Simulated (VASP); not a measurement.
Crystal: Si.

```
CELL_PARAMETERS angstrom
3.23599 0.00000 0.00000
0.00000 5.92020 0.00000
0.00000 0.00000 6.78146
ATOMIC_POSITIONS crystal
Si 0.20164 0.16562 0.09900
Si 0.70164 0.33438 0.59900
Si 0.20164 0.83438 0.90100
Si 0.29836 0.66562 0.59900
Si 0.29836 0.33438 0.40100
Si 0.79836 0.16562 0.90100
Si 0.79836 0.83438 0.09900
Si 0.70164 0.66562 0.40100
```

The cell was generated, and may not be a known phase.

| Item | Value |
| --- | --- |
| Program | VASP 6.6.1 |
| Task | relaxation of cell and atoms |
| Functional | PBE |
| Potentials or basis | VASP PAW PBE potentials, release 64 (Si) |
| Cutoff | 600 eV |
| k mesh | 6 × 4 × 4 |
| Occupations | gaussian, width 0.1 eV |
| Spin | no spin polarisation |

At the start: pressure 47.2 GPa; volume 16.24 Å³/atom.

Where does the relaxation end?

Over 37 steps the energy falls by 1119.5 meV/atom and the volume is 21.00 Å³/atom (+29.3 %); space group Pnnn (No. 48, to 0.1 Å) before, P4_2/mmc (No. 131, to 0.1 Å).

Step by step:
```csv
step,energy change (eV),largest force (eV/Å),pressure (GPa),volume (Å³)
1,0.0000,9.8295,47.22,129.92
2,-0.6126,4.8986,-1.52,239.41
3,-1.5416,4.7832,-1.83,225.67
4,-2.5097,4.6295,-2.21,212.91
5,-6.5105,3.5861,0.86,168.35
6,-7.3855,1.7897,10.18,148.39
7,-7.3901,2.3269,7.15,152.72
8,-7.4082,2.1383,8.20,151.11
9,-8.4628,0.1904,-3.18,175.51
10,-8.5596,0.1598,-1.47,168.38
11,-8.6122,0.1686,-0.05,164.78
12,-8.6133,0.1928,0.20,164.20
13,-8.6235,0.1504,0.05,164.20
14,-8.6300,0.2355,-0.20,164.20
15,-8.6366,0.2453,-0.20,164.05
16,-8.6604,0.2842,-0.16,163.62
17,-8.7075,0.2992,0.07,162.74
18,-8.6983,0.4335,0.83,160.93
19,-8.7240,0.3149,0.29,162.05
20,-8.7430,0.2950,0.22,162.10
21,-8.7537,0.2917,0.24,162.16
22,-8.7708,0.2269,0.06,162.57
23,-8.7960,0.1592,-0.34,163.81
24,-8.8124,0.0534,0.16,163.14
25,-8.8167,0.0533,0.60,162.58
26,-8.8267,0.0636,0.23,163.89
27,-8.8318,0.1152,-0.23,165.62
28,-8.8434,0.1226,-0.24,166.07
29,-8.8638,0.2167,-0.26,167.29
30,-8.8728,0.2100,-0.23,167.34
31,-8.8958,0.2002,-0.12,167.42
32,-8.9120,0.2139,0.23,167.31
33,-8.9343,0.1563,0.07,167.79
34,-8.9489,0.1116,-0.23,168.54
35,-8.9532,0.0523,0.04,168.02
36,-8.9539,0.0653,0.21,167.73
37,-8.9558,0.0278,0.05,168.02
```

Final structure:
```
CELL_PARAMETERS angstrom
3.22090 0.00000 0.00000
0.00000 7.25545 0.00000
0.00000 0.00000 7.18982
ATOMIC_POSITIONS crystal
Si 0.24967 0.13271 0.13336
Si 0.74967 0.36729 0.63336
Si 0.24967 0.86729 0.86664
Si 0.25033 0.63271 0.63336
Si 0.25033 0.36729 0.36664
Si 0.75033 0.13271 0.86664
Si 0.75033 0.86729 0.13336
Si 0.74967 0.63271 0.36664
```

Caveat: the volume moved by over 15 % at a fixed basis, so the end points are rough.
